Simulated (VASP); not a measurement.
# CO in VASP: notebook

CO is run at these levels: r2SCAN+D3(BJ); tasks: single point.

Everything below comes from runs of VASP 6.6.1. Logs are shortened: lines on timing, memory, paths and dates and some standing lists are left out, and cuts for length are marked.

## 1. The cell of the first run

The cell holds a disordered packing, 16 atoms: a = 7.742 Å, b = 7.742 Å, c = 7.742 Å, α = 90.00°, β = 90.00°, γ = 90.00°.

## 2. Single point, r2SCAN+D3(BJ)

POSCAR

```
CO
1.0
    7.7417530000      0.0000000000      0.0000000000
    0.0000000000      7.7417530000      0.0000000000
    0.0000000000      0.0000000000      7.7417530000
O C
8 8
Direct
    0.8806145068      0.2915618724      0.6140986415
    0.4498722705      0.1734232544      0.1552232421
    0.7225107802      0.7737136537      0.7696706418
    0.1912099236      0.8487612560      1.0345331348
    0.4450671573      0.4331189590      0.6368583446
    0.3635223185      0.0300190409      0.5076757163
    0.9120156636      0.3203667180      0.0504666062
    0.8004388670      0.8404943945      0.2899214170
    0.9075722256      0.3625147948      0.4914390836
    0.3750959247      0.1741207708      0.0332741176
    0.6696932852      0.9047434089      0.8120899750
    0.1071075246      0.8963861286      0.9242609523
    0.4253558593      0.5458195321      0.7283750851
    0.2483029360      0.1042657910      0.4686793805
    0.8369809783      0.4368261297      0.0078664354
    0.6905025257      0.7603058377      0.3370296107
```

INCAR.step1

```
SYSTEM = CO
PREC = Accurate
ENCUT = 1100
ISMEAR = -1
SIGMA = 0.05
LREAL = Auto
LASPH = .True.
NELM = 120
NBANDS = 54
GGA = PE
ALGO = Normal
EDIFF = 1E-5
LWAVE = .True.
LCHARG = .False.
GGA_COMPAT = .False.
```

INCAR.step2

```
SYSTEM = CO
PREC = Accurate
ENCUT = 1100
EDIFF = 1E-6
ISMEAR = -1
SIGMA = 0.05
LREAL = Auto
LASPH = .True.
NELM = 120
ALGO = Normal
ISIF = 2
LWAVE = .False.
LCHARG = .False.
METAGGA = R2SCAN
LMIXTAU = .True.
IVDW = 12
VDW_S6 = 1.0
VDW_S8 = 0.78981345
VDW_A1 = 0.49484001
VDW_A2 = 5.73083694
NBANDS = 54
ISTART = 1
GGA_COMPAT = .False.
```

KPOINTS

```
regular mesh
0
Gamma
  1 1 1
  0 0 0
```

Potentials or basis: VASP PAW PBE potentials, release 64 (O_h, C_h).

On the command line:

```
$ cat potpaw_PBE.64/O_h/POTCAR potpaw_PBE.64/C_h/POTCAR > POTCAR
$ cp INCAR.step1 INCAR
$ mpirun -np 1 vasp_gam > vasp.out
$ cp INCAR.step2 INCAR
$ mpirun -np 1 vasp_gam > vasp.out
```

OUTCAR:

```text
SYSTEM = CO
   PREC = Accurate
   ENCUT = 1100
   EDIFF = 1E-6
   ISMEAR = -1
   LREAL = Auto
   LASPH = .True.
   NELM = 120
   ISIF = 2
   METAGGA = R2SCAN
   IVDW = 12
   ISTART = 1
 IVDW          = 12

 ion  position               nearest neighbor table
   1  0.881  0.292  0.614-   9 1.12
   2  0.450  0.173  0.155-  10 1.11
   3  0.723  0.774  0.770-  11 1.14
   4  0.191  0.849  0.035-  12 1.14
   5  0.445  0.433  0.637-  13 1.13
   6  0.364  0.030  0.508-  14 1.10
[... 8 lines left out ...]
  15  0.837  0.437  0.008-   7 1.12
  16  0.691  0.760  0.337-   8 1.11

  LATTYP: Found a simple cubic cell.
 ALAT       =     7.7417530000

  Lattice vectors:

 A1 = (   7.7417530000,   0.0000000000,   0.0000000000)
 A2 = (   0.0000000000,   7.7417530000,   0.0000000000)
 A3 = (   0.0000000000,   0.0000000000,   7.7417530000)

Analysis of symmetry for initial positions (statically):
=====================================================================
 Subroutine PRICEL returns:
 Original cell was already a primitive cell.

 Routine SETGRP: Setting up the symmetry group for a
 simple cubic supercell.

 Subroutine GETGRP returns: Found  1 space group operations
 (whereof  1 operations were pure point group operations)
 out of a pool of 48 trial point group operations.

The static configuration has the point symmetry C_1 .

Analysis of symmetry for dynamics (positions and initial velocities):
=====================================================================
 Subroutine PRICEL returns:
 Original cell was already a primitive cell.

 Routine SETGRP: Setting up the symmetry group for a
 simple cubic supercell.

 Subroutine GETGRP returns: Found  1 space group operations
 (whereof  1 operations were pure point group operations)
 out of a pool of 48 trial point group operations.

The dynamic configuration has the point symmetry C_1 .

 Subroutine INISYM returns: Found  1 space group operations
 (whereof  1 operations are pure point group operations),
 and found     1 'primitive' translations

----------------------------------------------------------------------------------------

                                     Primitive cell

  volume of cell :     463.9999

  direct lattice vectors                    reciprocal lattice vectors
     7.741753000  0.000000000  0.000000000     0.129169711  0.000000000  0.000000000
     0.000000000  7.741753000  0.000000000     0.000000000  0.129169711  0.000000000
     0.000000000  0.000000000  7.741753000     0.000000000  0.000000000  0.129169711

  length of vectors
     7.741753000  7.741753000  7.741753000     0.129169711  0.129169711  0.129169711

  position of ions in fractional coordinates (direct lattice)
     0.880614507  0.291561872  0.614098642
     0.449872271  0.173423254  0.155223242
     0.722510780  0.773713654  0.769670642
     0.191209924  0.848761256  0.034533135
     0.445067157  0.433118959  0.636858345
     0.363522319  0.030019041  0.507675716
[... 8 lines left out ...]
     0.836980978  0.436826130  0.007866435
     0.690502526  0.760305838  0.337029611

  ion indices of the primitive-cell ions
   primitive index   ion index
                 1           1
                 2           2
                 3           3
                 4           4
                 5           5
                 6           6
[... 8 lines left out ...]
                15          15
                16          16

----------------------------------------------------------------------------------------

 KPOINTS: regular mesh

Automatic generation of k-mesh.
 Grid dimensions read from file:
 generate k-points for:    1    1    1

 Generating k-lattice:

  Cartesian coordinates                     Fractional coordinates (reciprocal lattice)
     0.129169711  0.000000000  0.000000000     1.000000000  0.000000000  0.000000000
     0.000000000  0.129169711  0.000000000     0.000000000  1.000000000  0.000000000
     0.000000000  0.000000000  0.129169711     0.000000000  0.000000000  1.000000000

  Length of vectors
     0.129169711  0.129169711  0.129169711

  Shift w.r.t. Gamma in fractional coordinates (k-lattice)
     0.000000000  0.000000000  0.000000000

 Subroutine IBZKPT returns following result:
 ===========================================

 Found      1 irreducible k-points:

 Following reciprocal coordinates:
            Coordinates               Weight
  0.000000  0.000000  0.000000      1.000000
   k-points           NKPTS =      1   k-points in BZ     NKDIM =      1   number of bands    NBANDS=     54
   number of dos      NEDOS =    301   number of ions     NIONS =     16
   total plane-waves  NPLWV = 592704
   dimension x,y,z NGX =    84 NGY =   84 NGZ =   84
   dimension x,y,z NGXF=   168 NGYF=  168 NGZF=  168
   ions per type =               8   8
   NGX,Y,Z   is equivalent  to a cutoff of  18.04, 18.04, 18.04 a.u.
   NGXF,Y,Z  is equivalent  to a cutoff of  36.08, 36.08, 36.08 a.u.
 SYSTEM =  CO
   PREC   = accura    normal or accurate (medium, high low for compatibility)
   ISTART =      1    job   : 0-new  1-cont  2-samecut
   ICHARG =      0    charge: 1-file 2-atom 10-const
   ISPIN  =      1    spin polarized calculation?
   LNONCOLLINEAR =      F non collinear calculations
   LSORBIT =      F    spin-orbit coupling
   LASPH  =      T    aspherical Exc in radial PAW
   ENCUT  = 1100.0 eV  80.85 Ry    8.99 a.u.  20.94 20.94 20.94*2*pi/ulx,y,z
   NELM   =    120;   NELMIN=  2; NELMDL=  0     # of ELM steps
   EDIFF  = 0.1E-05   stopping-criterion for ELM
   LREAL  =      T    real-space projection
   EDIFFG = 0.1E-04   stopping-criterion for IOM
   NSW    =      0    number of steps for IOM
   IBRION =     -1    ionic relax: 0-MD 1-quasi-New 2-CG
   NFREE  =      0    steps in history (QN), initial steepest desc. (CG)
   ISIF   =      2    stress and relaxation
   ISYM   =      2    0-nonsym 1-usesym 2-fastsym
   POTIM  = 0.5000    time-step for ionic-motion
   TEBEG  =    0.0;   TEEND  =   0.0 temperature during run
   PSTRESS=    0.0 pullay stress
   NELECT =      80.0000    total number of electrons
   NUPDOWN=      -1.0000    fix difference up-down
   EMIN   =  10.00;   EMAX   =-10.00  energy-range for DOS
   EFERMI =   0.00;   METHOD = LEGACY
   ISMEAR =    -1;   SIGMA  =   0.05  broadening in eV -4-tet -1-fermi 0-gaus
   EFERMI_NEDOS =   21; number of points for ismear=-14 and -15
   IALGO  =     38    algorithm
   IMIX   =      4    mixing-type and parameters
     AMIX     =   0.40;   BMIX     =  1.00
     AMIX_MAG =   1.60;   BMIX_MAG =  1.00
  volume/ion in A,a.u.               =      29.00       195.70
  Fermi-wavevector in a.u.,A,eV,Ry     =   0.911169  1.721859 11.295946  0.830229
  Thomas-Fermi vector in A             =   2.035417
   LORBIT       =      0    0 simple, 1 ext, 2 COOP (PROOUT), +10 PAW based schemes
   METAGGA = R2SCAN    functional components
   LHFCALC =     F    Hartree Fock is set to
   AEXX    =    0.0000 exact exchange contribution
   IVDW    =    12    specifies the selected vdW correction
   LEPSILON=     F    determine dielectric tensor
   LRPA    =     F    only Hartree local field effects (RPA)
 non-spin polarized calculation
  energy-cutoff  :     1100.00
  volume of cell :      464.00
 maximum number of plane-waves:     19249
 NGX is ok and might be reduce to    84
   NGX = 41   NGY = 41   NGZ = 41

 number of electron      80.0000000 magnetization

 Free energy of the ion-electron system (eV)
  ---------------------------------------------------
  ext. energy  EPLUGINS =         0.00000000
  ---------------------------------------------------
  free energy    TOTEN  =      -133.35730483 eV

  energy without entropy =     -133.35730483  energy(sigma->0) =     -133.35730483

 E-fermi :  -4.9539     XC(G=0):  -5.4761

 val. band max:       -6.1765470855   @ k =   0.0000   0.0000   0.0000
 cond. band min:       0.6308473578   @ k =   0.0000   0.0000   0.0000
 fundamental gap:      6.8073944433
 Fermi energy:        -4.9539432472

 k-point     1 :       0.0000    0.0000    0.0000
  band No.  band energies     occupation
      1     -28.2332      2.00000
      2     -28.1619      2.00000
      3     -28.0767      2.00000
      4     -27.9547      2.00000
      5     -27.8896      2.00000
      6     -27.7613      2.00000
[... 44 lines left out ...]
     51       1.5024      0.00000
     52       1.5258      0.00000
 [bands above 52 left out]

------------------------ aborting loop because EDIFF is reached ----------------------------------------

 Edisp (eV)   -0.38634

 E8    (eV) :    -0.0749

  FORCE on cell =-STRESS in cart. coord.  units (eV):
  Direction    XX          YY          ZZ          XY          YZ          ZX
  --------------------------------------------------------------------------------------
  -------------------------------------------------------------------------------------
  Total       3.38620    -0.34847     2.05702     0.67514    -2.21381     1.12889
  in kB      11.69244    -1.20327     7.10281     2.33125    -7.64421     3.89801
  external pressure =        5.86 kB  Pullay stress =        0.00 kB

 VOLUME and BASIS-vectors are now :
 -----------------------------------------------------------------------------
  energy-cutoff  :     1100.00
  volume of cell :      464.00
      direct lattice vectors                 reciprocal lattice vectors
     7.741753000  0.000000000  0.000000000     0.129169711  0.000000000  0.000000000
     0.000000000  7.741753000  0.000000000     0.000000000  0.129169711  0.000000000
     0.000000000  0.000000000  7.741753000     0.000000000  0.000000000  0.129169711

 POSITION                                       TOTAL-FORCE (eV/Angst)
 -----------------------------------------------------------------------------------
      6.81750      2.25720      4.75420        -0.244622     -0.582424      1.009532
      3.48280      1.34260      1.20170         1.351471     -0.007468      2.007406
      5.59350      5.98990      5.95860        -0.601107      1.757944      0.469599
      1.48030      6.57090      0.26735        -0.679044      0.227989     -0.767558
      3.44560      3.35310      4.93040        -0.062246      0.760717      0.591561
      2.81430      0.23240      3.93030         2.382781     -1.574206      0.861129
[... 8 lines left out ...]
      6.47970      3.38180      0.06090        -0.219160      0.299856     -0.069022
      5.34570      5.88610      2.60920        -1.097118     -0.805821      0.446633
 -----------------------------------------------------------------------------------
    total drift:                                0.000001      0.001811      0.002323

  FREE ENERGIE OF THE ION-ELECTRON SYSTEM (eV)
  ---------------------------------------------------
  free  energy   TOTEN  =      -133.7436446069 eV

  energy  without entropy=     -133.7436446068  energy(sigma->0) =     -133.74364461
```

It took 8.6 min on 1 thread of Intel Xeon Platinum 8259CL at 2.50GHz (Skylake/Cascade Lake), shared host; peak memory 1.2 GiB.

Results:

* Free energy: -133.7436 eV
* Pressure: 0.6 GPa
* Largest force: 2.983 eV/Å
* Dispersion energy per atom: -0.024 eV

Forces on the atoms (eV/Å):
```
O   -0.245 -0.582  1.010
O    1.351 -0.007  2.007
O   -0.601  1.758  0.470
O   -0.679  0.228 -0.768
O   -0.062  0.761  0.592
O    2.383 -1.574  0.861
O    0.228 -0.357  0.099
O    1.099  0.808 -0.467
C    0.168  0.629 -0.989
C   -1.166  0.248 -2.122
C    0.676 -1.638 -0.483
C    0.600 -0.396  0.770
C   -0.041 -0.836 -0.614
C   -2.395  1.467 -0.743
C   -0.219  0.300 -0.069
C   -1.097 -0.806  0.447
```

Caveat: the k points lie up to 0.81 Å⁻¹ apart, too coarse for converged energies, forces and pressures; the atoms stand as in a frame of molecular dynamics; the PAW data sets were made with another functional, which shifts forces and pressure a little.

## 3. Single point, r2SCAN+D3(BJ)

POSCAR

```
CO
1.0
    7.7417530000      0.0000000000      0.0000000000
    0.0000000000      7.7417530000      0.0000000000
    0.0000000000      0.0000000000      7.7417530000
O C
8 8
Direct
    0.8812345214      0.2991828853      0.6174699709
    0.4670001742      0.1829172282      0.1509218907
    0.7327797722      0.7746824266      0.7387344959
    0.1732553338      0.8208218475      1.0385503128
    0.4499110214      0.4315947564      0.6242126299
    0.3615331050      0.0179804238      0.5510638224
    0.9045625713      0.2874155246      0.0413213906
    0.8044431281      0.8452995077      0.3002937448
    0.8885067762      0.3931926012      0.5121579053
    0.3791260196      0.1779054434      0.0363741907
    0.6892366625      0.8801107449      0.8295020521
    0.1087479799      0.8794003115      0.9222588217
    0.3680432584      0.5488291864      0.6616072613
    0.2373880954      0.0686666185      0.4965929551
    0.8475728947      0.4230178876      0.0225013637
    0.6821452454      0.7700194000      0.3146444998
```

INCAR.step1

```
ALGO = Normal
EDIFF = 1E-5
ENCUT = 1100
GGA = PE
GGA_COMPAT = False
ISMEAR = -1
LASPH = True
LCHARG = False
LREAL = Auto
LWAVE = True
NBANDS = 54
NELM = 120
PREC = Accurate
SIGMA = 0.05
```

INCAR.step2

```
ALGO = Normal
EDIFF = 1E-6
ENCUT = 1100
GGA_COMPAT = False
ISIF = 2
ISMEAR = -1
ISTART = 1
IVDW = 12
LASPH = True
LCHARG = False
LMIXTAU = True
LREAL = Auto
LWAVE = False
METAGGA = R2SCAN
NBANDS = 54
NELM = 120
PREC = Accurate
SIGMA = 0.05
VDW_A1 = 0.49484001
VDW_A2 = 5.73083694
VDW_S6 = 1.0
VDW_S8 = 0.78981345
```

KPOINTS

```
k-points
0
Gamma
  1 1 1
```

Potentials or basis: VASP PAW PBE potentials, release 64 (O_h, C_h).

On the command line:

```
$ cat potpaw_PBE.64/O_h/POTCAR potpaw_PBE.64/C_h/POTCAR > POTCAR
$ cp INCAR.step1 INCAR
$ mpirun -np 1 vasp_gam > vasp.out
$ cp INCAR.step2 INCAR
$ mpirun -np 1 vasp_gam > vasp.out
```

It took 4.1 min on 1 thread of Intel Xeon 6975P-C (Granite Rapids), shared host; peak memory 1.2 GiB.

Results (log left out):

```
Free energy                : -133.8412 eV
Pressure                   : 0.1 GPa
Largest force              : 4.272 eV/Å
Dispersion energy per atom : -0.024 eV
```

Forces in eV/Å, atoms in the order of the input:
```
O   -0.251 -2.821  3.188
O    0.593  0.025  0.766
O   -0.122  0.223  0.163
O    0.070 -0.108  0.152
O   -1.145  1.661  0.518
O    0.579 -0.260  0.268
O   -0.972  2.324 -0.301
O    0.902  0.562 -0.108
C    0.222  2.819 -3.201
C   -0.526  0.058 -0.774
C    0.062 -0.218 -0.180
C   -0.065  0.049 -0.136
C    1.143 -1.655 -0.523
C   -0.553  0.225 -0.257
C    0.976 -2.334  0.334
C   -0.913 -0.550  0.089
```

Stress tensor (GPa, compression positive):
```
 0.08  0.94  0.30
 0.94 -0.74 -0.94
 0.30 -0.94  0.95
```

Levels at points of the mesh, in eV from the Fermi level:
| k point | band 36 | band 37 | band 38 | band 39 | band 40 | band 41 | band 42 | band 43 | band 44 | band 45 |
| --- | --- | --- | --- | --- | --- | --- | --- | --- | --- | --- |
| (0.00, 0.00, 0.00) | -1.48 | -1.47 | -1.35 | -1.30 | -1.25 | 5.71 | 5.77 | 5.86 | 5.93 | 5.95 |

Caveat: the k points lie up to 0.81 Å⁻¹ apart, too coarse for converged energies, forces and pressures; the PAW data sets were made with another functional, which shifts forces and pressure a little.

## 4. Single point, r2SCAN+D3(BJ)

POSCAR

```
CO
1.0
    7.7417530000      0.0000000000      0.0000000000
    0.0000000000      7.7417530000      0.0000000000
    0.0000000000      0.0000000000      7.7417530000
O C
8 8
Direct
    0.8781098665      0.3130435475      0.6184564417
    0.4757677877      0.1868541846      0.1598948712
    0.6913476963      0.7832440583      0.7338835779
    0.1558364191      0.7960211879      1.0279719309
    0.4564377558      0.4402690945      0.6062583925
    0.3610313810     -0.0060232642      0.5669775914
    0.9056054023      0.3047236026      0.0501174519
    0.8063620882      0.8671513219      0.3127027082
    0.8893983340      0.3932167483      0.4975382009
    0.4189706625      0.1940413885      0.0260969757
    0.6709397475      0.8693669417      0.8495640043
    0.1025195843      0.8811649796      0.9225575250
    0.3476091215      0.5203242505      0.6602212650
    0.2504468619      0.0600336823      0.4992949238
    0.8385957930      0.4309047035      0.0228070505
    0.6798007982      0.7962717726      0.3009275892
```

INCAR.step1

```
SYSTEM = CO
PREC = Accurate ; ENCUT = 1100
ISMEAR = -1 ; SIGMA = 0.05
LREAL = Auto ; LASPH = .TRUE.
NELM = 120 ; NBANDS = 54
GGA = PE ; ALGO = Normal
EDIFF = 1E-5 ; LWAVE = .TRUE.
LCHARG = .FALSE. ; GGA_COMPAT = .FALSE.
```

INCAR.step2

```
SYSTEM = CO
PREC = Accurate ; ENCUT = 1100
EDIFF = 1E-6 ; ISMEAR = -1
SIGMA = 0.05 ; LREAL = Auto
LASPH = .TRUE. ; NELM = 120
ALGO = Normal ; ISIF = 2
LWAVE = .FALSE. ; LCHARG = .FALSE.
METAGGA = R2SCAN ; LMIXTAU = .TRUE.
IVDW = 12 ; VDW_S6 = 1.0
VDW_S8 = 0.78981345 ; VDW_A1 = 0.49484001
VDW_A2 = 5.73083694 ; NBANDS = 54
ISTART = 1 ; GGA_COMPAT = .FALSE.
```

KPOINTS

```
Automatic mesh
0
G
  1 1 1
  0 0 0
```

On the command line:

```
$ cat potpaw_PBE.64/O_h/POTCAR potpaw_PBE.64/C_h/POTCAR > POTCAR
$ cp INCAR.step1 INCAR
$ mpirun -np 1 vasp_gam > vasp.out
$ cp INCAR.step2 INCAR
$ mpirun -np 1 vasp_gam > vasp.out
```

Run time: 5.4 min. Hardware: 1 thread of AMD EPYC 9R45 (Zen 5), shared host; peak memory 1.1 GiB.

It converged, with:

```yaml
Free_energy: -133.9974 eV
Pressure: -0.3 GPa
Largest_force: 0.215 eV/Å
Dispersion_energy_per_atom: -0.024 eV
```

Forces in eV/Å, atoms in the order of the input:
```
O   -0.004  0.055 -0.079
O   -0.024  0.000 -0.063
O   -0.022  0.117  0.169
O   -0.041  0.093 -0.090
O   -0.049  0.036  0.016
O   -0.033  0.020 -0.031
O   -0.029  0.068 -0.014
O   -0.069 -0.034 -0.008
C   -0.014 -0.054  0.076
C    0.023  0.013  0.071
C    0.024 -0.123 -0.175
C    0.049 -0.102  0.105
C    0.046 -0.034 -0.026
C    0.034 -0.021  0.025
C    0.047 -0.065  0.018
C    0.062  0.032  0.005
```

Stress tensor (GPa, compression positive):
```
-0.27  0.04 -0.02
 0.04 -0.36  0.01
-0.02  0.01 -0.28
```

Levels at points of the mesh, in eV from the Fermi level:
```tsv
k point	band 36	band 37	band 38	band 39	band 40	band 41	band 42	band 43	band 44	band 45
(0.00, 0.00, 0.00)	-1.46	-1.44	-1.40	-1.32	-1.23	5.65	5.75	5.94	5.95	6.05
```

Caveat: the k points lie up to 0.81 Å⁻¹ apart, too coarse for converged energies, forces and pressures; the PAW data sets were made with another functional, which shifts forces and pressure a little.

(Continued in part 2 of 2.)
